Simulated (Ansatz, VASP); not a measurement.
# HgTe: VASP and Ansatz over several settings

```
Hg Te
1.0
     0.00000    3.23579    3.23579
     3.23579    0.00000    3.23579
     3.23579    3.23579    0.00000
Hg Te
1 1
Cartesian
  0.0000 0.0000 0.0000
  4.8537 4.8537 4.8537
```

Single points on this cell with VASP 6.6.1 and Ansatz 0.2.0. Each row is one pair of runs. Alike in all rows: spin: off; smearing: fermi-dirac, width 0.05 eV.

```csv
level,k mesh,"VASP's potentials, cutoff","Ansatz's potentials, cutoff","gap on the k mesh at the Fermi level (eV), VASP","gap on the k mesh at the Fermi level (eV), Ansatz","pressure (GPa), VASP","pressure (GPa), Ansatz"
r2SCAN+D4,7 × 7 × 7,"VASP PAW PBE potentials, release 64 (Hg, Te), 520 eV","Ansatz PAW, 500 eV",none,none,1.6,1.5
LDA,7 × 7 × 7,"VASP PAW LDA potentials, release 64 (Hg, Te), 520 eV","Ansatz PAW, 420 eV",none,none,-0.5,-0.7
RPBE+D4,7 × 7 × 7,"VASP PAW PBE potentials, release 64 (Hg, Te), 520 eV","Ansatz PAW, 420 eV",none,none,1.4,1.4
PBE exchange alone,7 × 7 × 7,"VASP PAW PBE potentials, release 64 (Hg, Te), 520 eV","Ansatz PAW, 420 eV",none,none,11.3,11.2
PBE+D3(BJ),7 × 7 × 7,"VASP PAW PBE potentials, release 64 (Hg, Te), 520 eV","Ansatz PAW, 420 eV",none,none,1.6,1.5
r2SCAN,6 × 6 × 6,"VASP PAW PBE potentials, release 64 (Hg, Te), 520 eV","Ansatz PAW, 500 eV",none,none,2.2,2.2
PBEsol+D3(BJ),7 × 7 × 7,"VASP PAW PBE potentials, release 64 (Hg, Te), 520 eV","Ansatz PAW, 420 eV",none,none,-0.8,-0.9
BLYP,7 × 7 × 7,"VASP PAW PBE potentials, release 64 (Hg, Te), 520 eV","Ansatz PAW, 420 eV",none,none,7.0,6.6
```

Pressure (GPa): the two programs differ by at most 0.31.

VASP's potentials hold 18 valence electrons a cell and Ansatz's 36, so a difference there can come from the potentials and not from the codes.

A gap of «none» marks a metal or a gap that the smearing closes.

Spin-orbit coupling is off throughout.
